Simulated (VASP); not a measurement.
# Si16Ge (a cell with a defect) in VASP: notebook

The runs below take Si16Ge (a cell with a defect) through single point, with PBE.

Everything below comes from runs of VASP 6.6.1. Logs are shortened: lines on timing, memory, paths and dates and some standing lists are left out, and cuts for length are marked.

**1. The cell of the first run**

The cell holds a defect, 17 atoms: a = 7.679 Å, b = 7.679 Å, c = 7.679 Å, α = 60.00°, β = 60.00°, γ = 60.00°.

**2. Single point, PBE**

File INCAR:

```
SYSTEM = Si16Ge
ALGO = Normal
EDIFF = 1E-6
ENCUT = 520
GGA = PE
ISIF = 2
ISMEAR = 0
LASPH = .TRUE.
LCHARG = .FALSE.
LREAL = Auto
LWAVE = .FALSE.
NBANDS = 53
NELM = 60
PREC = Accurate
SIGMA = 0.02
```

File KPOINTS:

```
k-points
0
G
  2 2 2
  0 0 0
```

File POSCAR:

```
Si16Ge
1.0
    0.0000000000      5.4300000000      5.4300000000
    5.4300000000      0.0000000000      5.4300000000
    5.4300000000      5.4300000000      0.0000000000
Si Ge
16 1
Direct
   -0.0027624309      0.0086941068     -0.0042143646
    0.1183393186      0.1257083794      0.1297242173
   -0.0152232044      0.0070171271      0.5004077348
    0.1183801105      0.1458797422      0.6140042357
   -0.0036571823      0.4972538674     -0.0039947514
    0.1335841621      0.6300042357      0.1042092081
    0.0120418969      0.5090470534      0.4677267956
    0.1159101289      0.6211661142      0.6150600368
    0.4915324125     -0.0076499079      0.0237659300
    0.6253686924      0.1254745856      0.1297480663
    0.5067986188      0.0065831492      0.5009442910
    0.6165695212      0.1154870166      0.6515910681
    0.5111552486      0.4962290976     -0.0036813996
    0.6251301105      0.6196656538      0.1295148250
    0.5064113260      0.4857468692      0.5011360037
    0.6485585635      0.6185926335      0.6164395948
    0.2640948435      0.7606679558      0.7121957643
```

Potentials or basis: VASP PAW PBE potentials, release 64 (Si, Ge_d).

On the command line:

```sh
> cat potpaw_PBE.64/Si/POTCAR potpaw_PBE.64/Ge_d/POTCAR > POTCAR
> mpirun -np 1 vasp_std > vasp.out
```

OUTCAR:

```text
SYSTEM = Si16Ge
   EDIFF = 1E-6
   ENCUT = 520
   GGA = PE
   ISIF = 2
   ISMEAR = 0
   LASPH = .TRUE.
   LREAL = Auto
   NELM = 60
   PREC = Accurate

 ion  position               nearest neighbor table
   1  0.997  0.009  0.996-  10 2.33   2 2.33   6 2.38   4 2.39  17 2.89
   2  0.118  0.126  0.130-   3 2.33   5 2.33   1 2.33   9 2.34
   3  0.985  0.007  0.500-  12 2.32   2 2.33   8 2.42   4 2.42  17 2.68
   4  0.118  0.146  0.614-   7 2.28   1 2.39   3 2.42  17 2.42  11 2.44
   5  0.996  0.497  0.996-  14 2.33   2 2.33   6 2.37   8 2.39  17 2.89
   6  0.134  0.630  0.104-   7 2.28  13 2.37   5 2.37   1 2.38  17 2.46
   7  0.012  0.509  0.468-   6 2.28   4 2.28   8 2.28  16 2.29
   8  0.116  0.621  0.615-   7 2.28   5 2.39   3 2.42  17 2.42  15 2.45
   9  0.492  0.992  0.024-  12 2.33  14 2.34  10 2.34   2 2.34
  10  0.625  0.125  0.130-  13 2.33  11 2.33   1 2.33   9 2.34
  11  0.507  0.007  0.501-  12 2.32  10 2.33  16 2.43   4 2.44  17 2.67
  12  0.617  0.115  0.652-   3 2.32  11 2.32  15 2.33   9 2.33
  13  0.511  0.496  0.996-  14 2.32  10 2.33   6 2.37  16 2.38  17 2.89
  14  0.625  0.620  0.130-  13 2.32   5 2.33  15 2.33   9 2.34
  15  0.506  0.486  0.501-  12 2.33  14 2.33  16 2.45   8 2.45  17 2.65
  16  0.649  0.619  0.616-   7 2.29  13 2.38  17 2.42  11 2.43  15 2.45
  17  0.264  0.761  0.712-  16 2.42   8 2.42   4 2.42   6 2.46  15 2.65  11 2.67   3 2.68   5 2.89
                            13 2.89   1 2.89

  LATTYP: Found a face centered cubic cell.
 ALAT       =    10.8600000000

  Lattice vectors:

 A1 = (   0.0000000000,   5.4300000000,   5.4300000000)
 A2 = (   5.4300000000,   0.0000000000,   5.4300000000)
 A3 = (   5.4300000000,   5.4300000000,   0.0000000000)

Analysis of symmetry for initial positions (statically):
=====================================================================
 Subroutine PRICEL returns:
 Original cell was already a primitive cell.

 Routine SETGRP: Setting up the symmetry group for a
 face centered cubic supercell.

 Subroutine GETGRP returns: Found  1 space group operations
 (whereof  1 operations were pure point group operations)
 out of a pool of 48 trial point group operations.

The static configuration has the point symmetry C_1 .

Analysis of symmetry for dynamics (positions and initial velocities):
=====================================================================
 Subroutine PRICEL returns:
 Original cell was already a primitive cell.

 Routine SETGRP: Setting up the symmetry group for a
 face centered cubic supercell.

 Subroutine GETGRP returns: Found  1 space group operations
 (whereof  1 operations were pure point group operations)
 out of a pool of 48 trial point group operations.

The dynamic configuration has the point symmetry C_1 .

 Subroutine INISYM returns: Found  1 space group operations
 (whereof  1 operations are pure point group operations),
 and found     1 'primitive' translations

----------------------------------------------------------------------------------------

                                     Primitive cell

  volume of cell :     320.2060

  direct lattice vectors                    reciprocal lattice vectors
     0.000000000  5.430000000  5.430000000    -0.092081031  0.092081031  0.092081031
     5.430000000  0.000000000  5.430000000     0.092081031 -0.092081031  0.092081031
     5.430000000  5.430000000  0.000000000     0.092081031  0.092081031 -0.092081031

  length of vectors
     7.679179644  7.679179644  7.679179644     0.159489025  0.159489025  0.159489025

  position of ions in fractional coordinates (direct lattice)
     0.997237569  0.008694107  0.995785635
     0.118339319  0.125708379  0.129724217
     0.984776796  0.007017127  0.500407735
     0.118380110  0.145879742  0.614004236
     0.996342818  0.497253867  0.996005249
     0.133584162  0.630004236  0.104209208
[... 9 lines left out ...]
     0.648558564  0.618592634  0.616439595
     0.264094843  0.760667956  0.712195764

  ion indices of the primitive-cell ions
   primitive index   ion index
                 1           1
                 2           2
                 3           3
                 4           4
                 5           5
                 6           6
[... 9 lines left out ...]
                16          16
                17          17

----------------------------------------------------------------------------------------

 KPOINTS: k-points

Automatic generation of k-mesh.
 Grid dimensions read from file:
 generate k-points for:    2    2    2

 Generating k-lattice:

  Cartesian coordinates                     Fractional coordinates (reciprocal lattice)
    -0.046040516  0.046040516  0.046040516     0.500000000  0.000000000  0.000000000
     0.046040516 -0.046040516  0.046040516     0.000000000  0.500000000  0.000000000
     0.046040516  0.046040516 -0.046040516     0.000000000  0.000000000  0.500000000

  Length of vectors
     0.079744512  0.079744512  0.079744512

  Shift w.r.t. Gamma in fractional coordinates (k-lattice)
     0.000000000  0.000000000  0.000000000

 Subroutine IBZKPT returns following result:
 ===========================================

 Found      8 irreducible k-points:

 Following reciprocal coordinates:
            Coordinates               Weight
  0.000000  0.000000  0.000000      1.000000
  0.500000  0.000000  0.000000      1.000000
  0.000000  0.500000  0.000000      1.000000
  0.000000  0.000000  0.500000      1.000000
  0.500000  0.500000  0.500000      1.000000
  0.500000  0.500000  0.000000      1.000000
  0.000000  0.500000  0.500000      1.000000
  0.500000  0.000000  0.500000      1.000000
   k-points           NKPTS =      8   k-points in BZ     NKDIM =      8   number of bands    NBANDS=     53
   number of dos      NEDOS =    301   number of ions     NIONS =     17
   total plane-waves  NPLWV = 216000
   dimension x,y,z NGX =    60 NGY =   60 NGZ =   60
   dimension x,y,z NGXF=   120 NGYF=  120 NGZF=  120
   ions per type =              16   1
   NGX,Y,Z   is equivalent  to a cutoff of  12.99, 12.99, 12.99 a.u.
   NGXF,Y,Z  is equivalent  to a cutoff of  25.98, 25.98, 25.98 a.u.
 SYSTEM =  Si16Ge
   PREC   = accura    normal or accurate (medium, high low for compatibility)
   ISTART =      0    job   : 0-new  1-cont  2-samecut
   ICHARG =      2    charge: 1-file 2-atom 10-const
   ISPIN  =      1    spin polarized calculation?
   LNONCOLLINEAR =      F non collinear calculations
   LSORBIT =      F    spin-orbit coupling
   LASPH  =      T    aspherical Exc in radial PAW
   ENCUT  =  520.0 eV  38.22 Ry    6.18 a.u.  14.28 14.28 14.28*2*pi/ulx,y,z
   NELM   =     60;   NELMIN=  2; NELMDL= -5     # of ELM steps
   EDIFF  = 0.1E-05   stopping-criterion for ELM
   LREAL  =      T    real-space projection
   EDIFFG = 0.1E-04   stopping-criterion for IOM
   NSW    =      0    number of steps for IOM
   IBRION =     -1    ionic relax: 0-MD 1-quasi-New 2-CG
   NFREE  =      0    steps in history (QN), initial steepest desc. (CG)
   ISIF   =      2    stress and relaxation
   ISYM   =      2    0-nonsym 1-usesym 2-fastsym
   POTIM  = 0.5000    time-step for ionic-motion
   TEBEG  =    0.0;   TEEND  =   0.0 temperature during run
   PSTRESS=    0.0 pullay stress
   NELECT =      78.0000    total number of electrons
   NUPDOWN=      -1.0000    fix difference up-down
   EMIN   =  10.00;   EMAX   =-10.00  energy-range for DOS
   EFERMI =   0.00;   METHOD = LEGACY
   ISMEAR =     0;   SIGMA  =   0.02  broadening in eV -4-tet -1-fermi 0-gaus
   EFERMI_NEDOS =   21; number of points for ismear=-14 and -15
   IALGO  =     38    algorithm
   IMIX   =      4    mixing-type and parameters
     AMIX     =   0.40;   BMIX     =  1.00
     AMIX_MAG =   1.60;   BMIX_MAG =  1.00
  volume/ion in A,a.u.               =      18.84       127.11
  Fermi-wavevector in a.u.,A,eV,Ry     =   1.022421  1.932096 14.222785  1.045345
  Thomas-Fermi vector in A             =   2.156100
   LORBIT       =      0    0 simple, 1 ext, 2 COOP (PROOUT), +10 PAW based schemes
   GGA     = PE    functional components
   LHFCALC =     F    Hartree Fock is set to
   AEXX    =    0.0000 exact exchange contribution
   IVDW    =     0    specifies the selected vdW correction
   LEPSILON=     F    determine dielectric tensor
   LRPA    =     F    only Hartree local field effects (RPA)
 non-spin polarized calculation
 Gauss-broadening in eV      SIGMA  =   0.02
  energy-cutoff  :      520.00
  volume of cell :      320.21
 maximum number of plane-waves:      8646
 NGX is ok and might be reduce to    60
   NGX = 29   NGY = 29   NGZ = 29

 number of electron      78.0000001 magnetization

 Free energy of the ion-electron system (eV)
  ---------------------------------------------------
  ext. energy  EPLUGINS =         0.00000000
  ---------------------------------------------------
  free energy    TOTEN  =       -86.61609436 eV

  energy without entropy =      -86.61511518  energy(sigma->0) =      -86.61560477

 E-fermi :   6.9401     XC(G=0):  -9.7552

 val. band max:        6.9186346669   @ k =   0.0000   0.0000   0.0000
 cond. band min:       6.9647695970   @ k =   0.5000   0.0000   0.5000
 fundamental gap:      0.0461349301
 Fermi energy:         6.9400746711

 k-point     1 :       0.0000    0.0000    0.0000
  band No.  band energies     occupation
      1     -18.2572      2.00000
      2     -18.2546      2.00000
      3     -18.2536      2.00000
      4     -18.2413      2.00000
      5     -18.2404      2.00000
      6      -6.5031      2.00000
[... 43 lines left out ...]
     50       8.1830      0.00000
     51       8.9715      0.00000

 k-point     2 :       0.5000    0.0000    0.0000
  band No.  band energies     occupation
      1     -18.2572      2.00000
      2     -18.2546      2.00000
      3     -18.2536      2.00000
      4     -18.2413      2.00000
      5     -18.2404      2.00000
      6      -6.1583      2.00000
[... 316 lines left out ...]
 k-point     8 :       0.5000    0.0000    0.5000
  band No.  band energies     occupation
      1     -18.2572      2.00000
      2     -18.2546      2.00000
      3     -18.2536      2.00000
      4     -18.2413      2.00000
      5     -18.2404      2.00000
      6      -6.0528      2.00000
[... 43 lines left out ...]
     50      10.3158      0.00000
     51      10.4031      0.00000
 [bands above 51 left out]

------------------------ aborting loop because EDIFF is reached ----------------------------------------

  FORCE on cell =-STRESS in cart. coord.  units (eV):
  Direction    XX          YY          ZZ          XY          YZ          ZX
  --------------------------------------------------------------------------------------
  -------------------------------------------------------------------------------------
  Total       12.5142514     13.3337542     12.9151819     -0.1204900      0.0271898      0.1886533
  in kB       62.6160941     66.7165441     64.6221832     -0.6028816      0.1360466      0.9439425
  external PRESSURE =      64.6516072 kB  Pullay stress =       0.0000000 kB

 VOLUME and BASIS-vectors are now :
 -----------------------------------------------------------------------------
  energy-cutoff  :      520.00
  volume of cell :      320.21
      direct lattice vectors                 reciprocal lattice vectors
     0.000000000  5.430000000  5.430000000    -0.092081031  0.092081031  0.092081031
     5.430000000  0.000000000  5.430000000     0.092081031 -0.092081031  0.092081031
     5.430000000  5.430000000  0.000000000     0.092081031  0.092081031 -0.092081031

 POSITION                                       TOTAL-FORCE (eV/Angst)
 -----------------------------------------------------------------------------------
      5.45433     10.82212      5.46221        -0.011774      0.013939     -0.012717
      1.38700      1.34698      1.32518        -0.028950     -0.008312      0.031778
      2.75532      8.06455      5.38544        -0.039595      0.002266      0.037713
      4.12617      3.97685      1.43493        -0.039658      0.014448     -0.013223
      8.10840     10.81845      8.11023         0.010053      0.011946      0.012093
      3.98678      1.29122      4.14629         0.068466      0.080191     -0.076971
[... 9 lines left out ...]
      6.70622      6.86894      6.88063         0.018425     -0.030412     -0.010635
      7.99765      5.30126      5.56446         0.114067      0.109887     -0.112270
 -----------------------------------------------------------------------------------
    total drift:                                0.004133      0.006238     -0.004396

  FREE ENERGIE OF THE ION-ELECTRON SYSTEM (eV)
  ---------------------------------------------------
  free  energy   TOTEN  =       -86.6160943595 eV

  energy  without entropy=      -86.6151151823  energy(sigma->0) =      -86.61560477
```

It took 99 s on 1 thread of Intel Xeon 6975P-C (Granite Rapids), shared host; peak memory 0.49 GiB.

What came out:

```yaml
Free_energy: -86.6161 eV
Pressure: 6.5 GPa
Largest_force: 0.194 eV/Å
Band_gap_on_the_k_mesh: zero (band 39 reaches 6.98 eV, above the bottom of band 40 at 6.72 eV)
```

Forces on the atoms (eV/Å):
```
Si  -0.012  0.014 -0.013
Si  -0.029 -0.008  0.032
Si  -0.040  0.002  0.038
Si  -0.040  0.014 -0.013
Si   0.010  0.012  0.012
Si   0.068  0.080 -0.077
Si   0.059  0.060 -0.059
Si   0.021  0.014  0.033
Si  -0.053 -0.054  0.054
Si  -0.031 -0.032  0.006
Si  -0.038 -0.039 -0.008
Si  -0.055 -0.054  0.049
Si   0.008 -0.010 -0.009
Si  -0.010 -0.036  0.037
Si   0.009 -0.042  0.041
Si   0.018 -0.030 -0.011
Ge   0.114  0.110 -0.112
```

Stress tensor (GPa, compression positive):
```
 6.26 -0.06  0.09
-0.06  6.67  0.01
 0.09  0.01  6.46
```

Caveat: the k points lie up to 0.50 Å⁻¹ apart.

(Part 1 of 2 ends here.)
